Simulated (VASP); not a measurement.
# NaF in VASP: a series of runs

NaF is run at these levels: PBE; tasks: single point, relaxation of cell and atoms.

All numbers are computed with VASP 6.6.1; they aren't measurements. Logs are shortened: lines on timing, memory, paths and dates and some standing lists are left out, and cuts for length are marked.

### Step 1. The cell of the first run

The structure is cubic, space group Fm-3m (No. 225). The conventional cell has a = 4.700 Å, b = 4.700 Å, c = 4.700 Å, α = 90.00°, β = 90.00°, γ = 90.00°. Na (site symmetry m-3m) has 6 F at 2.35 Å within 3.1 Å. F (site symmetry m-3m) has 6 Na at 2.35 Å within 3.1 Å.

### Step 2. Single point, PBE

File INCAR:

```
ALGO = Normal
EDIFF = 1E-6
ENCUT = 520
GGA = PE
ISIF = 2
ISMEAR = 0
LASPH = T
LCHARG = F
LREAL = F
LWAVE = F
NBANDS = 14
NELM = 80
PREC = Accurate
SIGMA = 0.1
```

File KPOINTS:

```
k-points
0
Gamma
  6 6 6
```

File POSCAR:

```
NaF
1.0
    0.0000000000      2.3497917110      2.3497917110
    2.3497917110      0.0000000000      2.3497917110
    2.3497917110      2.3497917110      0.0000000000
Na F
1 1
Direct
    0.0000000000      0.0000000000      0.0000000000
    0.5000000000      0.5000000000      0.5000000000
```

Potentials or basis: VASP PAW PBE potentials, release 64 (Na_pv, F).

The run is started by

```
$ cat potpaw_PBE.64/Na_pv/POTCAR potpaw_PBE.64/F/POTCAR > POTCAR
$ mpirun -np 1 vasp_std > vasp.out
```

OUTCAR:

```text
EDIFF = 1E-6
   ENCUT = 520
   GGA = PE
   ISIF = 2
   ISMEAR = 0
   LASPH = T
   LREAL = F
   NELM = 80
   PREC = Accurate

 ion  position               nearest neighbor table
   1  0.000  0.000  0.000-
   2  0.500  0.500  0.500-

  LATTYP: Found a face centered cubic cell.
 ALAT       =     4.6995834220

  Lattice vectors:

 A1 = (   0.0000000000,   2.3497917110,   2.3497917110)
 A2 = (   2.3497917110,   0.0000000000,   2.3497917110)
 A3 = (   2.3497917110,   2.3497917110,   0.0000000000)

Analysis of symmetry for initial positions (statically):
=====================================================================
 Subroutine PRICEL returns:
 Original cell was already a primitive cell.

 Routine SETGRP: Setting up the symmetry group for a
 face centered cubic supercell.

 Subroutine GETGRP returns: Found 48 space group operations
 (whereof 48 operations were pure point group operations)
 out of a pool of 48 trial point group operations.

The static configuration has the point symmetry O_h .

Analysis of symmetry for dynamics (positions and initial velocities):
=====================================================================
 Subroutine PRICEL returns:
 Original cell was already a primitive cell.

 Routine SETGRP: Setting up the symmetry group for a
 face centered cubic supercell.

 Subroutine GETGRP returns: Found 48 space group operations
 (whereof 48 operations were pure point group operations)
 out of a pool of 48 trial point group operations.

The dynamic configuration has the point symmetry O_h .

 Subroutine INISYM returns: Found 48 space group operations
 (whereof 48 operations are pure point group operations),
 and found     1 'primitive' translations

----------------------------------------------------------------------------------------

                                     Primitive cell

  volume of cell :      25.9488

  direct lattice vectors                    reciprocal lattice vectors
     0.000000000  2.349791711  2.349791711    -0.212784817  0.212784817  0.212784817
     2.349791711  0.000000000  2.349791711     0.212784817 -0.212784817  0.212784817
     2.349791711  2.349791711  0.000000000     0.212784817  0.212784817 -0.212784817

  length of vectors
     3.323107306  3.323107306  3.323107306     0.368554115  0.368554115  0.368554115

  position of ions in fractional coordinates (direct lattice)
     0.000000000  0.000000000  0.000000000
     0.500000000  0.500000000  0.500000000

  ion indices of the primitive-cell ions
   primitive index   ion index
                 1           1
                 2           2

----------------------------------------------------------------------------------------

 KPOINTS: k-points

Automatic generation of k-mesh.
 Grid dimensions read from file:
 generate k-points for:    6    6    6

 Generating k-lattice:

  Cartesian coordinates                     Fractional coordinates (reciprocal lattice)
    -0.035464136  0.035464136  0.035464136     0.166666667  0.000000000  0.000000000
     0.035464136 -0.035464136  0.035464136     0.000000000  0.166666667  0.000000000
     0.035464136  0.035464136 -0.035464136     0.000000000  0.000000000  0.166666667

  Length of vectors
     0.061425686  0.061425686  0.061425686

  Shift w.r.t. Gamma in fractional coordinates (k-lattice)
     0.000000000  0.000000000  0.000000000

 Subroutine IBZKPT returns following result:
 ===========================================

 Found     16 irreducible k-points:

 Following reciprocal coordinates:
            Coordinates               Weight
  0.000000  0.000000  0.000000      1.000000
  0.166667  0.000000  0.000000      8.000000
  0.333333  0.000000  0.000000      8.000000
  0.500000  0.000000  0.000000      4.000000
  0.166667  0.166667  0.000000      6.000000
  0.333333  0.166667  0.000000     24.000000
[... 8 lines left out ...]
 -0.333333  0.333333  0.166667     24.000000
 -0.333333  0.500000  0.166667     12.000000
   k-points           NKPTS =     16   k-points in BZ     NKDIM =     16   number of bands    NBANDS=     14
   number of dos      NEDOS =    301   number of ions     NIONS =      2
   total plane-waves  NPLWV =  21952
   dimension x,y,z NGX =    28 NGY =   28 NGZ =   28
   dimension x,y,z NGXF=    56 NGYF=   56 NGZF=   56
   ions per type =               1   1
   NGX,Y,Z   is equivalent  to a cutoff of  14.01, 14.01, 14.01 a.u.
   NGXF,Y,Z  is equivalent  to a cutoff of  28.02, 28.02, 28.02 a.u.
 SYSTEM =  unknown system
   PREC   = accura    normal or accurate (medium, high low for compatibility)
   ISTART =      0    job   : 0-new  1-cont  2-samecut
   ICHARG =      2    charge: 1-file 2-atom 10-const
   ISPIN  =      1    spin polarized calculation?
   LNONCOLLINEAR =      F non collinear calculations
   LSORBIT =      F    spin-orbit coupling
   LASPH  =      T    aspherical Exc in radial PAW
   ENCUT  =  520.0 eV  38.22 Ry    6.18 a.u.   6.18  6.18  6.18*2*pi/ulx,y,z
   NELM   =     80;   NELMIN=  2; NELMDL= -5     # of ELM steps
   EDIFF  = 0.1E-05   stopping-criterion for ELM
   LREAL  =      F    real-space projection
   EDIFFG = 0.1E-04   stopping-criterion for IOM
   NSW    =      0    number of steps for IOM
   IBRION =     -1    ionic relax: 0-MD 1-quasi-New 2-CG
   NFREE  =      0    steps in history (QN), initial steepest desc. (CG)
   ISIF   =      2    stress and relaxation
   ISYM   =      2    0-nonsym 1-usesym 2-fastsym
   POTIM  = 0.5000    time-step for ionic-motion
   TEBEG  =    0.0;   TEEND  =   0.0 temperature during run
   PSTRESS=    0.0 pullay stress
   NELECT =      14.0000    total number of electrons
   NUPDOWN=      -1.0000    fix difference up-down
   EMIN   =  10.00;   EMAX   =-10.00  energy-range for DOS
   EFERMI =   0.00;   METHOD = LEGACY
   ISMEAR =     0;   SIGMA  =   0.10  broadening in eV -4-tet -1-fermi 0-gaus
   EFERMI_NEDOS =   21; number of points for ismear=-14 and -15
   IALGO  =     38    algorithm
   IMIX   =      4    mixing-type and parameters
     AMIX     =   0.40;   BMIX     =  1.00
     AMIX_MAG =   1.60;   BMIX_MAG =  1.00
  volume/ion in A,a.u.               =      12.97        87.56
  Fermi-wavevector in a.u.,A,eV,Ry     =   1.332738  2.518510 24.166543  1.776191
  Thomas-Fermi vector in A             =   2.461650
   LORBIT       =      0    0 simple, 1 ext, 2 COOP (PROOUT), +10 PAW based schemes
   GGA     = PE    functional components
   LHFCALC =     F    Hartree Fock is set to
   AEXX    =    0.0000 exact exchange contribution
   IVDW    =     0    specifies the selected vdW correction
   LEPSILON=     F    determine dielectric tensor
   LRPA    =     F    only Hartree local field effects (RPA)
 non-spin polarized calculation
 Gauss-broadening in eV      SIGMA  =   0.10
  energy-cutoff  :      520.00
  volume of cell :       25.95
 maximum number of plane-waves:       725
 NGX is ok and might be reduce to    28

 number of electron      14.0000002 magnetization

 Free energy of the ion-electron system (eV)
  ---------------------------------------------------
  ext. energy  EPLUGINS =         0.00000000
  ---------------------------------------------------
  free energy    TOTEN  =        -8.56943581 eV

  energy without entropy =       -8.56943581  energy(sigma->0) =       -8.56943581

 E-fermi :  -1.7670     XC(G=0):  -8.9562

 val. band max:       -2.2617717881   @ k =   0.0000   0.0000   0.0000
 cond. band min:       3.8150080915   @ k =   0.0000   0.0000   0.0000
 fundamental gap:      6.0767798796
 Fermi energy:        -1.7670344597

 k-point     1 :       0.0000    0.0000    0.0000
  band No.  band energies     occupation
      1     -21.3678      2.00000
      2     -21.3366      2.00000
      3     -21.3366      2.00000
      4     -21.3366      2.00000
      5      -2.2618      2.00000
      6      -2.2618      2.00000
      7      -2.2618      2.00000
      8       3.8150      0.00000
      9      16.4121      0.00000
     10      16.4121      0.00000
     11      16.4121      0.00000
     12      19.1885      0.00000
     13      21.3186      0.00000
     14      21.3186      0.00000

 k-point     2 :       0.1667    0.0000    0.0000
  band No.  band energies     occupation
      1     -21.7089      2.00000
      2     -21.3393      2.00000
      3     -21.3393      2.00000
      4     -20.9640      2.00000
      5      -2.7208      2.00000
      6      -2.3213      2.00000
      7      -2.3213      2.00000
      8       4.7164      0.00000
      9      13.9644      0.00000
     10      16.7817      0.00000
     11      16.7817      0.00000
     12      20.4284      0.00000
     13      20.4284      0.00000
     14      21.4261      0.00000

 k-point     3 :       0.3333    0.0000    0.0000
  band No.  band energies     occupation
      1     -21.9524      2.00000
      2     -21.3447      2.00000
      3     -21.3447      2.00000
      4     -20.6576      2.00000
      5      -3.4514      2.00000
      6      -2.4380      2.00000
      7      -2.4380      2.00000
      8       6.6692      0.00000
      9      11.4328      0.00000
     10      17.3207      0.00000
     11      17.3207      0.00000
     12      19.9419      0.00000
     13      19.9419      0.00000
     14      21.1463      0.00000
[... 188 lines left out ...]
 k-point    15 :      -0.3333    0.3333    0.1667
  band No.  band energies     occupation
      1     -21.8041      2.00000
      2     -21.4015      2.00000
      3     -21.3808      2.00000
      4     -20.7326      2.00000
      5      -3.3319      2.00000
      6      -2.9489      2.00000
      7      -2.6475      2.00000
      8       9.8582      0.00000
      9      10.3255      0.00000
     10      13.4536      0.00000
     11      15.2664      0.00000
     12      19.8929      0.00000
     13      20.5664      0.00000
     14      24.9934      0.00000

 k-point    16 :      -0.3333    0.5000    0.1667
  band No.  band energies     occupation
      1     -21.6341      2.00000
      2     -21.4381      2.00000
      3     -21.4008      2.00000
      4     -20.8689      2.00000
      5      -3.2853      2.00000
      6      -2.8751      2.00000
      7      -2.7608      2.00000
      8      10.6055      0.00000
      9      10.7706      0.00000
     10      11.8780      0.00000
     11      14.9494      0.00000
     12      18.6914      0.00000
     13      23.0418      0.00000
     14      23.2968      0.00000

------------------------ aborting loop because EDIFF is reached ----------------------------------------

  FORCE on cell =-STRESS in cart. coord.  units (eV):
  Direction    XX          YY          ZZ          XY          YZ          ZX
  --------------------------------------------------------------------------------------
  -------------------------------------------------------------------------------------
  Total       -0.0181809     -0.0181809     -0.0181809      0.0000000      0.0000000     -0.0000000
  in kB       -1.1225541     -1.1225541     -1.1225541      0.0000000      0.0000000     -0.0000000
  external PRESSURE =      -1.1225541 kB  Pullay stress =       0.0000000 kB

 VOLUME and BASIS-vectors are now :
 -----------------------------------------------------------------------------
  energy-cutoff  :      520.00
  volume of cell :       25.95
      direct lattice vectors                 reciprocal lattice vectors
     0.000000000  2.349791711  2.349791711    -0.212784817  0.212784817  0.212784817
     2.349791711  0.000000000  2.349791711     0.212784817 -0.212784817  0.212784817
     2.349791711  2.349791711  0.000000000     0.212784817  0.212784817 -0.212784817

 POSITION                                       TOTAL-FORCE (eV/Angst)
 -----------------------------------------------------------------------------------
      0.00000      0.00000      0.00000        -0.000000     -0.000000     -0.000000
      2.34979      2.34979      2.34979         0.000000      0.000000      0.000000
 -----------------------------------------------------------------------------------
    total drift:                                0.000000      0.000000      0.000000

  FREE ENERGIE OF THE ION-ELECTRON SYSTEM (eV)
  ---------------------------------------------------
  free  energy   TOTEN  =        -8.5694358074 eV

  energy  without entropy=       -8.5694358074  energy(sigma->0) =       -8.56943581
```

It took 5 s on 1 thread of AMD EPYC 9R45 (Zen 5), shared host; peak memory 0.11 GiB.

Results:

- Free energy: -8.5694 eV
- Pressure: -0.1 GPa
- Band gap on the k mesh: 6.08 eV

### Step 3. Single point, PBE

File INCAR:

```
SYSTEM = NaF
PREC = Accurate
ENCUT = 520
EDIFF = 1E-7
ISMEAR = 0
SIGMA = 0.02
LREAL = .False.
LASPH = .True.
NELM = 80
ALGO = Normal
ISIF = 2
LWAVE = .False.
LCHARG = .False.
GGA = PE
NBANDS = 14
```

File KPOINTS:

```
regular mesh
0
Gamma
  8 8 8
  0 0 0
```

POSCAR is that of step 2.

Potentials or basis: VASP PAW PBE potentials, release 64 (Na_pv, F).

The run is started by

```
$ cat potpaw_PBE.64/Na_pv/POTCAR potpaw_PBE.64/F/POTCAR > POTCAR
$ mpirun -np 1 vasp_std > vasp.out
```

Wall time 9.9 s (1 thread of AMD EPYC 9R45 (Zen 5), shared host); peak memory 0.11 GiB.

It converged, with:

* Free energy: -8.5695 eV
* Pressure: -0.1 GPa
* Band gap on the k mesh: 6.08 eV

Levels at points of the mesh, in eV from the valence-band top:
| k point | band 3 | band 4 | band 5 | band 6 | band 7 | band 8 | band 9 | band 10 | band 11 | band 12 |
| --- | --- | --- | --- | --- | --- | --- | --- | --- | --- | --- |
| (0.00, 0.00, 0.00) | -19.07 | -19.07 | 0.00 | 0.00 | 0.00 | 6.08 | 18.67 | 18.67 | 18.67 | 21.45 |
| (0.50, 0.00, 0.00) | -19.09 | -18.28 | -1.50 | -0.23 | -0.23 | 10.52 | 12.11 | 19.65 | 19.65 | 22.41 |
| (0.50, 0.50, 0.00) | -19.12 | -18.88 | -1.21 | -0.38 | -0.38 | 12.81 | 13.16 | 13.19 | 19.23 | 19.23 |

### Step 4. Relaxation of cell and atoms, PBE

File INCAR:

```
PREC     = Accurate       # precision mode
ENCUT    = 600            # plane-wave cutoff, eV
EDIFF    = 1E-6           # SCF threshold, eV
ISMEAR   = 0              # smearing method
SIGMA    = 0.02           # smearing width, eV
LREAL    = F              # projectors in reciprocal space
LASPH    = T              # aspherical terms in the spheres
NELM     = 60             # most SCF steps
ALGO     = Normal         # electronic algorithm
ISIF     = 3              # what is computed and relaxed
LWAVE    = F              # write WAVECAR
LCHARG   = F              # write CHGCAR
GGA      = PE             # functional
IBRION   = 2              # ionic algorithm
NSW      = 100            # ionic steps
EDIFFG   = -0.01          # ionic threshold
```

File KPOINTS:

```
Automatic mesh
0
Gamma
  8 8 8
```

POSCAR is that of step 3.

The run is started by

```
$ cat potpaw_PBE.64/Na_pv/POTCAR potpaw_PBE.64/F/POTCAR > POTCAR
$ mpirun -np 1 vasp_std > vasp.out
```

Wall time 9.9 s (1 thread of AMD EPYC 9R45 (Zen 5), shared host); peak memory 0.12 GiB.

Results (log left out):

```
Free energy                           : -8.5713 eV
Relaxed volume                        : 12.94 Å³/atom
Relaxed cell                          : a = 3.321 Å, b = 3.321 Å, c = 3.321 Å, α = 60.00°, β = 60.00°, γ = 60.00°
Space group after relaxing (to 0.1 Å) : Fm-3m (No. 225)
Energy gained by relaxing             : 0.0 meV/atom
Ionic steps                           : 2
Pressure after relaxing               : 0.0 GPa
Band gap on the k mesh                : 6.09 eV
```

Final structure:
```xyz
2
Lattice="0.0000 2.3480 2.3480 2.3480 0.0000 2.3480 2.3480 2.3480 0.0000" Properties=species:S:1:pos:R:3 pbc="T T T"
Na    4.6959    4.6959    4.6959
F     2.3480    2.3480    2.3480
```

Levels at points of the mesh, in eV from the valence-band top:
```csv
k point,band 4,band 5,band 6,band 7,band 8,band 9,band 10,band 11
"(0.00, 0.00, 0.00)",-19.07,0.00,0.00,0.00,6.09,18.69,18.69,18.69
"(0.50, 0.00, 0.00)",-18.27,-1.50,-0.23,-0.23,10.54,12.13,19.68,19.68
"(0.50, 0.50, 0.00)",-18.88,-1.21,-0.39,-0.39,12.83,13.17,13.22,19.26
```

### Step 5. Single point, PBE

This run uses another cell than the first one: it holds 8 atoms, not 2.

File INCAR:

```
SYSTEM = NaF
PREC = Accurate
ENCUT = 520
EDIFF = 1E-6
ISMEAR = 0
SIGMA = 0.1
LREAL = .False.
LASPH = .True.
NELM = 100
ALGO = Normal
ISIF = 2
LWAVE = .False.
LCHARG = .False.
GGA = PE
NBANDS = 38
```

File KPOINTS:

```
regular mesh
0
Gamma
  4 4 4
  0 0 0
```

File POSCAR:

```
NaF
1.0
   -1.6610609642     -2.8668283217      0.2587781165
   -4.9846782373      2.8657643449     -0.2598744997
    1.6619617308      0.4651514700     -5.4901926946
Na F
4 4
Direct
    0.7500324294      0.6249787576      0.3750328701
    0.2499569248      0.1250139476      0.3750145825
    0.4999265469      0.8750021139      0.8749946779
    0.9999422575      0.3750085433      0.8750136984
    0.8750028858      0.9999960007      0.6249665784
    0.3750690934      0.5000060675      0.6249773263
    0.1250542723      0.7499964177      0.1250115951
    0.6250155899      0.2499981519      0.1249886716
```

The run is started by

```
$ cat potpaw_PBE.64/Na_pv/POTCAR potpaw_PBE.64/F/POTCAR > POTCAR
$ mpirun -np 1 vasp_std > vasp.out
```

It took 83 s on 1 thread of AMD EPYC 9R45 (Zen 5), shared host; peak memory 0.25 GiB.

Results (log left out):

| Property | Result |
| --- | --- |
| Free energy | -34.2777 eV |
| Pressure | -0.1 GPa |
| Band gap on the k mesh | 6.08 eV |

Levels at points of the mesh, in eV from the valence-band top:
```tsv
k point	band 25	band 26	band 27	band 28	band 29	band 30	band 31	band 32
(0.00, 0.00, 0.00)	-0.23	0.00	0.00	0.00	6.08	10.52	11.15	11.15
(0.50, 0.00, 0.00)	-0.41	-0.41	-0.28	-0.28	10.35	10.35	12.28	12.28
(0.00, 0.50, 0.00)	-0.14	-0.14	-0.14	-0.14	7.79	7.79	11.48	11.48
(0.50, 0.50, 0.00)	-0.31	-0.31	-0.23	-0.23	10.52	11.15	11.15	12.11
(0.00, 0.00, 0.50)	-0.12	-0.12	-0.12	-0.12	7.90	7.90	10.52	12.11
(0.50, 0.00, 0.50)	-0.41	-0.41	-0.28	-0.28	10.35	10.35	12.28	12.28
(0.00, 0.50, 0.50)	-0.27	-0.27	-0.16	-0.16	8.74	8.74	9.67	9.67
(0.50, 0.50, 0.50)	-0.31	-0.31	-0.23	-0.23	10.52	11.15	11.15	12.11
```

Caveat: the k points lie up to 0.49 Å⁻¹ apart. A k mesh can miss the band edges.

### Step 6. The runs side by side

```csv
task,cell,k mesh,cutoff (eV),smearing,gap on the mesh (eV),pressure (GPa)
single point,"a = 3.323 Å, angles 60.0°, 2 atoms, atomic positions A",6 × 6 × 6,520,gaussian 0.1 eV,6.08,-0.1
single point,"a = 3.323 Å, angles 60.0°, 2 atoms, atomic positions A",8 × 8 × 8,520,gaussian 0.02 eV,6.08,-0.1
relaxation of cell and atoms,"relaxed from a = 3.323 Å, angles 60.0°, 2 atoms, atomic positions A",8 × 8 × 8,600,gaussian 0.02 eV,6.09,0.0
single point,"a = 3.323, b = 5.756, c = 5.755 Å, angles 99.6, 106.8, 90.0°, 8 atoms, atomic positions B",4 × 4 × 4,520,gaussian 0.1 eV,6.08,-0.1
```

Alike in all rows: level PBE; potentials or basis VASP PAW PBE potentials, release 64 (Na_pv, F); no spin polarisation.

Caveats: some runs use coarse meshes.

Absolute energies hang on the potentials; compare differences alone.
